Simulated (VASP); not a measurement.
A run of VASP 6.6.1 is set up as follows.

Contents of INCAR:

```
SYSTEM = YAuC2N2
PREC = Accurate
ENCUT = 600
EDIFF = 1E-7
ISMEAR = 0
SIGMA = 0.1
LREAL = .False.
LASPH = .True.
NELM = 120
ALGO = Normal
ISIF = 3
LWAVE = .False.
LCHARG = .False.
GGA = PE
IBRION = 2
NSW = 90
EDIFFG = -0.04
GGA_COMPAT = .False.
NELMIN = 4
```

KPOINTS

```
regular mesh
0
Gamma
  6 6 4
  0 0 0
```

The input POSCAR:

```
YAuC2N2
1.0
    3.8053813215      0.0000000000      0.0000000000
   -1.8422138161      3.6590795541      0.0000000000
   -0.3811055051     -0.7775696020      6.9745961640
Y C Au N
1 2 1 2
Direct
    0.0000000000      0.0000000000      0.0000000000
    0.7447554082      0.4552674056      0.1635167373
    0.2552445918      0.5447325944      0.8364832627
    0.5000000000      0.0000000000      0.5000000000
    0.6070825979      0.1648458459      0.2372705769
    0.3929174021      0.8351541541      0.7627294231
```

Potentials or basis: VASP PAW PBE potentials, release 64 (Y_sv, C, Au, N).

The run is started by

```console
$ cat potpaw_PBE.64/Y_sv/POTCAR potpaw_PBE.64/C/POTCAR potpaw_PBE.64/Au/POTCAR potpaw_PBE.64/N/POTCAR > POTCAR
$ mpirun -np 1 vasp_std > vasp.out
```

Q: Estimate the relaxed cell.

A: a = 3.894 Å, b = 4.078 Å, c = 6.955 Å, α = 95.48°, β = 93.30°, γ = 117.78°.

Q: Predict the relaxed volume.

A: 16.10 Å³/atom.

Q: Estimate the band gap on the k mesh.

A: Zero (bands 20 and 21 overlap by 1.48 eV).

Forces in eV/Å, atoms in the order of the input:
```
Y    0.000  0.000  0.000
C   -0.001  0.011  0.001
C    0.001 -0.011 -0.001
Au   0.000  0.000  0.000
N    0.010  0.007  0.009
N   -0.010 -0.007 -0.009
```

Caveat: spin-orbit coupling is left out, which moves the levels of the heavy elements.
